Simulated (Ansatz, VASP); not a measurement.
# SiC in VASP and in Ansatz

```
Si C
1.0
     0.00000    1.79357    1.79357
     1.79357    0.00000    1.79357
     1.79357    1.79357    0.00000
Si C
1 1
Direct
  0.00000 0.00000 0.00000
  0.50000 0.50000 0.50000
```

Alike in both runs: task single point; functional PBEsol; k mesh 16 × 16 × 16; occupations gaussian, width 0.05 eV; no spin polarisation.

|  | VASP | Ansatz |
| --- | --- | --- |
| version | VASP 6.6.1 | Ansatz 0.2.0 |
| potentials or method | VASP PAW PBE potentials, release 64 (Si, C), cutoff 600 eV | scalar-relativistic, plane waves, PAW |
| valence electrons in the cell | 8 | 8 |

|  | VASP | Ansatz | Ansatz less VASP |
| --- | --- | --- | --- |
| gap on the k mesh at the Fermi level (eV) | 0.43 | 0.47 | +0.034 |
| least direct gap on the mesh (eV) | 6.37 | 6.39 | +0.023 |

VASP's potentials were made for PBE, not for PBEsol. The functional is the same, so the differences come from potentials, cutoffs and numerics.
